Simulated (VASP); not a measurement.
Set up this calculation in VASP 6.6.1, as the native input.

| Item | Value |
| --- | --- |
| Task | single point |
| Functional | PBE |
| Potentials or basis | VASP PAW PBE potentials, release 64 (Ti_sv, Ta_pv, Si) |
| Cutoff | 500 eV |
| k mesh | 4 × 4 × 4 |
| Occupations | gaussian, width 0.1 eV |
| Spin | collinear spin |
| Starting moments | [1.0, 0.0, 0.0, 0.0, 0.0, 0.0] μB |
| Dipole correction | no |
| Further INCAR settings | ALGO = Normal; EDIFF = 1e-06; NBANDS = 32 |

The structure of TaTiSi4 lies in POSCAR:

```
TaTiSi4
1.0
    0.0000000000      4.1395722445      4.3555825135
    2.3948048253      0.0000000000      4.3555825135
    2.3948048253      4.1395722445      0.0000000000
Ti Ta Si
1 1 4
Direct
    0.7500000000      0.7500000000      0.7500000000
    0.5000000000      0.5000000000      0.5000000000
    0.0959953190      0.4040046810      0.0959953190
    0.4040046810      0.0959953190      0.4040046810
    0.1603960262      0.8396039738      0.1603960262
    0.8396039738      0.1603960262      0.8396039738
```

These files were run (other wordings do the same):

INCAR

```
SYSTEM = TaTiSi4
ALGO     = Normal         ! electronic algorithm
EDIFF    = 1E-6           ! SCF threshold, eV
ENCUT    = 500            ! plane-wave cutoff, eV
GGA      = PE             ! functional
GGA_COMPAT= .FALSE.      
ISIF     = 2              ! what is computed and relaxed
ISMEAR   = 0              ! smearing method
ISPIN    = 2              ! spin polarisation
LASPH    = .TRUE.         ! aspherical terms in the spheres
LCHARG   = .FALSE.        ! write CHGCAR
LMAXMIX  = 4              ! l up to which the mixer works
LORBIT   = 11             ! projections on sites
LREAL    = .FALSE.        ! projectors in reciprocal space
LWAVE    = .FALSE.        ! write WAVECAR
MAGMOM   = 1 0 0 0 0 0    ! initial moments
NBANDS   = 32             ! bands
NELM     = 200            ! most SCF steps
PREC     = Accurate       ! precision mode
SIGMA    = 0.1            ! smearing width, eV
```

KPOINTS

```
k-points
0
G
  4 4 4
  0 0 0
```

Potentials or basis: VASP PAW PBE potentials, release 64 (Ti_sv, Ta_pv, Si).

Launch:

```bash
$ cat potpaw_PBE.64/Ti_sv/POTCAR potpaw_PBE.64/Ta_pv/POTCAR potpaw_PBE.64/Si/POTCAR > POTCAR
$ mpirun -np 1 vasp_std > vasp.out
```

It gave:

The pressure is 0.0 GPa, the largest force is 0.009 eV/Å and the net moment is 0.00 μB per cell. The valence electrons inside the program's atomic spheres are Ti 10.37; Ta 8.99; Si 1.63, 1.62 (each value once).

Caveat: the k points lie up to 0.42 Å⁻¹ apart.

Wall time 3.7 min on 1 thread of Intel Xeon 8259CL, with other jobs on the host, peak memory 0.32 GiB.
